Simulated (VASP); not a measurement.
# BaTe (Immm) in VASP: single point with HSE06

Aim: the single point of BaTe with HSE06.

Everything below comes from runs of VASP 6.6.1. Logs are shortened: lines on timing, memory, paths and dates and some standing lists are left out, and cuts for length are marked.

**1. The cell of the first run**

It takes space group Immm (No. 71, orthorhombic). Conventional cell: a = 4.851 Å, b = 5.140 Å, c = 7.065 Å, α = 90.00°, β = 90.00°, γ = 90.00°. Within 4.6 Å of Ba (site symmetry mmm) lie 6 Te at 3.53 Å. Te (site symmetry mmm) has 6 Ba at 3.53 Å within 4.6 Å.

**2. Single point, HSE06 (shear xy strain +5.8%)**

File POSCAR:

```
BaTe
1.0
    0.1024392185      3.5323868441      3.5323868441
    3.5323868441      0.1024392185      3.5323868441
    3.6348260626      3.6348260626      0.0000000000
Ba Te
1 1
Direct
    0.0000000000      0.0000000000      0.0000000000
    0.5000000000      0.5000000000      0.5000000000
```

File INCAR.step1:

```
SYSTEM = BaTe
ALGO     = Normal         ! electronic algorithm
EDIFF    = 1E-5           ! SCF threshold, eV
ENCUT    = 520            ! plane-wave cutoff, eV
GGA      = PE             ! functional
ISIF     = 2              ! what is computed and relaxed
ISMEAR   = 0              ! smearing method
LASPH    = .TRUE.         ! aspherical terms in the spheres
LCHARG   = .FALSE.        ! write CHGCAR
LREAL    = .FALSE.        ! projectors in reciprocal space
LWAVE    = .TRUE.         ! write WAVECAR
NBANDS   = 15             ! bands
NELM     = 80             ! most SCF steps
PREC     = Accurate       ! precision mode
SIGMA    = 0.01           ! smearing width, eV
```

File INCAR.step2:

```
SYSTEM = BaTe
ALGO     = Normal         ! electronic algorithm
EDIFF    = 1E-6           ! SCF threshold, eV
ENCUT    = 520            ! plane-wave cutoff, eV
GGA      = PE             ! functional
HFSCREEN = 0.2079         ! screening, 1/A
ISIF     = 2              ! what is computed and relaxed
ISMEAR   = 0              ! smearing method
ISTART   = 1            
LASPH    = .TRUE.         ! aspherical terms in the spheres
LCHARG   = .FALSE.        ! write CHGCAR
LHFCALC  = .TRUE.         ! exact exchange
LREAL    = .FALSE.        ! projectors in reciprocal space
LWAVE    = .FALSE.        ! write WAVECAR
NBANDS   = 15             ! bands
NELM     = 80             ! most SCF steps
PREC     = Accurate       ! precision mode
PRECFOCK = Normal       
SIGMA    = 0.01           ! smearing width, eV
```

File KPOINTS:

```
k-points
0
G
  4 4 4
  0 0 0
```

Potentials or basis: VASP PAW PBE potentials, release 64 (Ba_sv, Te).

Command:

```bash
> cat potpaw_PBE.64/Ba_sv/POTCAR potpaw_PBE.64/Te/POTCAR > POTCAR
> cp INCAR.step1 INCAR
> mpirun -np 1 vasp_std > vasp.out
> cp INCAR.step2 INCAR
> mpirun -np 1 vasp_std > vasp.out
```

OUTCAR:

```text
SYSTEM = BaTe
   EDIFF = 1E-6
   ENCUT = 520
   GGA = PE
   HFSCREEN = 0.2079
   ISIF = 2
   ISMEAR = 0
   ISTART = 1
   LASPH = .TRUE.
   LHFCALC = .TRUE.
   LREAL = .FALSE.
   NELM = 80
   PREC = Accurate
   PRECFOCK = Normal

 ion  position               nearest neighbor table
   1  0.000  0.000  0.000-   2 3.53   2 3.53   2 3.53   2 3.53   2 3.53   2 3.53
   2  0.500  0.500  0.500-   1 3.53   1 3.53   1 3.53   1 3.53   1 3.53   1 3.53

  LATTYP: Found a body centered orthorhombic cell.
 ALAT       =     4.8506784504
 B/A-ratio  =     1.0597322348
 C/A-ratio  =     1.4564506307

  Lattice vectors:

 A1 = (   3.5323868441,   0.1024392185,  -3.5323868441)
 A2 = (  -3.5323868441,  -0.1024392185,  -3.5323868441)
 A3 = (   0.1024392185,   3.5323868441,   3.5323868441)

Analysis of symmetry for initial positions (statically):
=====================================================================
 Subroutine PRICEL returns:
 Original cell was already a primitive cell.

 Routine SETGRP: Setting up the symmetry group for a
 body centered orthorhombic supercell.

 Subroutine GETGRP returns: Found  8 space group operations
 (whereof  8 operations were pure point group operations)
 out of a pool of  8 trial point group operations.

The static configuration has the point symmetry D_2h.

Analysis of symmetry for dynamics (positions and initial velocities):
=====================================================================
 Subroutine PRICEL returns:
 Original cell was already a primitive cell.

 Routine SETGRP: Setting up the symmetry group for a
 body centered orthorhombic supercell.

 Subroutine GETGRP returns: Found  8 space group operations
 (whereof  8 operations were pure point group operations)
 out of a pool of  8 trial point group operations.

The dynamic configuration has the point symmetry D_2h.

 Subroutine INISYM returns: Found  8 space group operations
 (whereof  8 operations are pure point group operations),
 and found     1 'primitive' translations

----------------------------------------------------------------------------------------

                                     Primitive cell

  volume of cell :      88.0784

  direct lattice vectors                    reciprocal lattice vectors
     0.102439218  3.532386844  3.532386844    -0.145774821  0.145774821  0.141547351
     3.532386844  0.102439218  3.532386844     0.145774821 -0.145774821  0.141547351
     3.634826063  3.634826063  0.000000000     0.137558164  0.137558164 -0.141547351

  length of vectors
     4.996599586  4.996599586  5.140420315     0.250072488  0.250072488  0.240582937

  position of ions in fractional coordinates (direct lattice)
     0.000000000  0.000000000  0.000000000
     0.500000000  0.500000000  0.500000000

  ion indices of the primitive-cell ions
   primitive index   ion index
                 1           1
                 2           2

----------------------------------------------------------------------------------------

 KPOINTS: k-points

Automatic generation of k-mesh.
 Grid dimensions read from file:
 generate k-points for:    4    4    4

 Generating k-lattice:

  Cartesian coordinates                     Fractional coordinates (reciprocal lattice)
    -0.036443705  0.036443705  0.035386838     0.250000000 -0.000000000  0.000000000
     0.036443705 -0.036443705  0.035386838    -0.000000000  0.250000000  0.000000000
     0.034389541  0.034389541 -0.035386838     0.000000000  0.000000000  0.250000000

  Length of vectors
     0.062518122  0.062518122  0.060145734

  Shift w.r.t. Gamma in fractional coordinates (k-lattice)
     0.000000000  0.000000000  0.000000000

 Subroutine IBZKPT returns following result:
 ===========================================

 Found     18 irreducible k-points:

 Following reciprocal coordinates:
            Coordinates               Weight
  0.000000  0.000000  0.000000      1.000000
  0.250000  0.000000  0.000000      4.000000
  0.500000  0.000000  0.000000      2.000000
  0.250000  0.250000  0.000000      2.000000
  0.500000  0.250000  0.000000      4.000000
 -0.250000  0.250000  0.000000      2.000000
[... 10 lines left out ...]
  0.250000  0.250000  0.500000      2.000000
 -0.250000  0.250000  0.500000      2.000000
   k-points           NKPTS =     18   k-points in BZ     NKDIM =     64   number of bands    NBANDS=     15
   number of dos      NEDOS =    301   number of ions     NIONS =      2
   total plane-waves  NPLWV =  64000
   dimension x,y,z NGX =    40 NGY =   40 NGZ =   40
   dimension x,y,z NGXF=    80 NGYF=   80 NGZF=   80
   ions per type =               1   1
   NGX,Y,Z   is equivalent  to a cutoff of  13.31, 13.31, 12.94 a.u.
   NGXF,Y,Z  is equivalent  to a cutoff of  26.62, 26.62, 25.87 a.u.
 SYSTEM =  BaTe
   PREC   = accura    normal or accurate (medium, high low for compatibility)
   ISTART =      1    job   : 0-new  1-cont  2-samecut
   ICHARG =      0    charge: 1-file 2-atom 10-const
   ISPIN  =      1    spin polarized calculation?
   LNONCOLLINEAR =      F non collinear calculations
   LSORBIT =      F    spin-orbit coupling
   LASPH  =      T    aspherical Exc in radial PAW
   ENCUT  =  520.0 eV  38.22 Ry    6.18 a.u.   9.29  9.29  9.56*2*pi/ulx,y,z
   NELM   =     80;   NELMIN=  2; NELMDL=  0     # of ELM steps
   EDIFF  = 0.1E-05   stopping-criterion for ELM
   LREAL  =      F    real-space projection
   EDIFFG = 0.1E-04   stopping-criterion for IOM
   NSW    =      0    number of steps for IOM
   IBRION =     -1    ionic relax: 0-MD 1-quasi-New 2-CG
   NFREE  =      0    steps in history (QN), initial steepest desc. (CG)
   ISIF   =      2    stress and relaxation
   ISYM   =      3    0-nonsym 1-usesym 2-fastsym
   POTIM  = 0.5000    time-step for ionic-motion
   TEBEG  =    0.0;   TEEND  =   0.0 temperature during run
   PSTRESS=    0.0 pullay stress
   NELECT =      16.0000    total number of electrons
   NUPDOWN=      -1.0000    fix difference up-down
   EMIN   =  10.00;   EMAX   =-10.00  energy-range for DOS
   EFERMI =   0.00;   METHOD = LEGACY
   ISMEAR =     0;   SIGMA  =   0.01  broadening in eV -4-tet -1-fermi 0-gaus
   EFERMI_NEDOS =   21; number of points for ismear=-14 and -15
   IALGO  =     38    algorithm
   IMIX   =      1    mixing-type and parameters
     AMIX     =   0.40;   BMIX     =  1.00
     AMIX_MAG =   1.60;   BMIX_MAG =  1.00
  volume/ion in A,a.u.               =      44.04       297.19
  Fermi-wavevector in a.u.,A,eV,Ry     =   0.927168  1.752093 11.696115  0.859640
  Thomas-Fermi vector in A             =   2.053209
   LORBIT       =      0    0 simple, 1 ext, 2 COOP (PROOUT), +10 PAW based schemes
   GGA     = PE    functional components
   LHFCALC =     T    Hartree Fock is set to
   PRECFOCK=normal    Normal, Fast or Accurate (Low or Medium for compatibility)
   ENCUT4O =  -1.0   cutoff for four orbital integrals eV
   NKREDX  =     1    reduce k-point grid by
   NKREDY  =     1    reduce k-point grid by
   NKREDZ  =     1    reduce k-point grid by
   AEXX    =    0.2500 exact exchange contribution
   HFSCREEN=    0.2079 screening length (either q_TF or 0.3 A-1)
   HFSCREENC=   0.2079 screening length for correlation (either q_TF or 0.3 A-1)
   ENCUTFOCK=  -1.0 apply spherical cutoff to Coloumb kernel
   IVDW    =     0    specifies the selected vdW correction
   LEPSILON=     F    determine dielectric tensor
   LRPA    =     F    only Hartree local field effects (RPA)
 non-spin polarized calculation
 Gauss-broadening in eV      SIGMA  =   0.01
  energy-cutoff  :      520.00
  volume of cell :       88.08
 maximum number of plane-waves:      2384
 NGX is ok and might be reduce to    40
  NGX = 28; NGY = 28; NGZ = 30

 number of electron      16.0000000 magnetization

 Free energy of the ion-electron system (eV)
  ---------------------------------------------------
  ext. energy  EPLUGINS =         0.00000000
  ---------------------------------------------------
  free energy    TOTEN  =        -9.78921513 eV

  energy without entropy =       -9.78921513  energy(sigma->0) =       -9.78921513

 E-fermi :   1.8101     XC(G=0):  -6.8314

 val. band max:        1.7137067591   @ k =   0.0000   0.0000   0.0000
 cond. band min:       3.8881260981   @ k =   0.5000   0.5000   0.0000
 fundamental gap:      2.1744193389
 Fermi energy:         1.8100976051

 k-point     1 :       0.0000    0.0000    0.0000
  band No.  band energies     occupation
      1     -27.4062      2.00000
      2     -11.4927      2.00000
      3     -11.4926      2.00000
      4     -11.4917      2.00000
      5      -8.7264      2.00000
      6       1.5112      2.00000
      7       1.5973      2.00000
      8       1.7137      2.00000
      9       5.0401      0.00000
     10       5.1860      0.00000
     11       5.4688      0.00000
     12       5.5965      0.00000
     13       6.0029      0.00000
     14       6.0056      0.00000
     15       9.4405      0.00000

 k-point     2 :       0.2500    0.0000    0.0000
  band No.  band energies     occupation
      1     -27.3989      2.00000
      2     -11.7302      2.00000
      3     -11.5013      2.00000
      4     -11.4933      2.00000
      5      -8.3250      2.00000
      6       0.2484      2.00000
      7       0.8125      2.00000
      8       0.9574      2.00000
      9       5.4763      0.00000
     10       5.9672      0.00000
     11       6.1940      0.00000
     12       7.2380      0.00000
     13       7.5835      0.00000
     14       7.6242      0.00000
     15      10.9186      0.00000
[... 257 lines left out ...]
      3     -11.5882      2.00000
      4     -11.5039      2.00000
      5      -8.1364      2.00000
      6      -0.2995      2.00000
      7       0.7217      2.00000
      8       0.7602      2.00000
      9       6.3592      0.00000
     10       6.5991      0.00000
     11       6.7116      0.00000
     12       6.9497      0.00000
     13       8.2269      0.00000
     14       9.8285      0.00000
     15      10.8019      0.00000

 k-point    18 :      -0.2500    0.2500    0.5000
  band No.  band energies     occupation
      1     -27.3884      2.00000
      2     -11.6714      2.00000
      3     -11.6437      2.00000
      4     -11.6106      2.00000
      5      -8.2721      2.00000
      6       0.2893      2.00000
      7       0.5300      2.00000
      8       0.6429      2.00000
      9       5.9071      0.00000
     10       5.9878      0.00000
     11       7.1759      0.00000
     12       7.5439      0.00000
     13       8.4591      0.00000
     14      10.5970      0.00000
     15      10.6859      0.00000

------------------------ aborting loop because EDIFF is reached ----------------------------------------

  FORCE on cell =-STRESS in cart. coord.  units (eV):
  Direction    XX          YY          ZZ          XY          YZ          ZX
  --------------------------------------------------------------------------------------
  -------------------------------------------------------------------------------------
  Total       -0.0080594     -0.0080594     -0.0341483     -0.3957420      0.0000000      0.0000000
  in kB       -0.1466042     -0.1466042     -0.6211690     -7.1986875      0.0000000      0.0000000
  external PRESSURE =      -0.3047925 kB  Pullay stress =       0.0000000 kB

 VOLUME and BASIS-vectors are now :
 -----------------------------------------------------------------------------
  energy-cutoff  :      520.00
  volume of cell :       88.08
      direct lattice vectors                 reciprocal lattice vectors
     0.102439218  3.532386844  3.532386844    -0.145774821  0.145774821  0.141547351
     3.532386844  0.102439218  3.532386844     0.145774821 -0.145774821  0.141547351
     3.634826063  3.634826063  0.000000000     0.137558164  0.137558164 -0.141547351

 POSITION                                       TOTAL-FORCE (eV/Angst)
 -----------------------------------------------------------------------------------
      0.00000      0.00000      0.00000         0.000000      0.000000     -0.000000
      3.63483      3.63483      3.53239         0.000000     -0.000000      0.000000
 -----------------------------------------------------------------------------------
    total drift:                               -0.000000     -0.000000     -0.000000

  FREE ENERGIE OF THE ION-ELECTRON SYSTEM (eV)
  ---------------------------------------------------
  free  energy   TOTEN  =        -9.7892151270 eV

  energy  without entropy=       -9.7892151270  energy(sigma->0) =       -9.78921513
```

Wall time 24 min (1 thread of Intel Xeon Platinum 8259CL at 2.50GHz (Skylake/Cascade Lake), shared host); peak memory 0.36 GiB.

What came out:

* Free energy: -9.7892 eV
* Pressure: 0.0 GPa
* Band gap on the k mesh: 2.17 eV (least direct gap 2.57 eV)

Caveat: the cell differs from its parent crystal (shear xy strain +5.8%); the PAW data sets were made with another functional, which shifts forces and pressure a little; spin-orbit coupling is left out, which moves the levels of the heavy elements. A k mesh can miss the band edges.
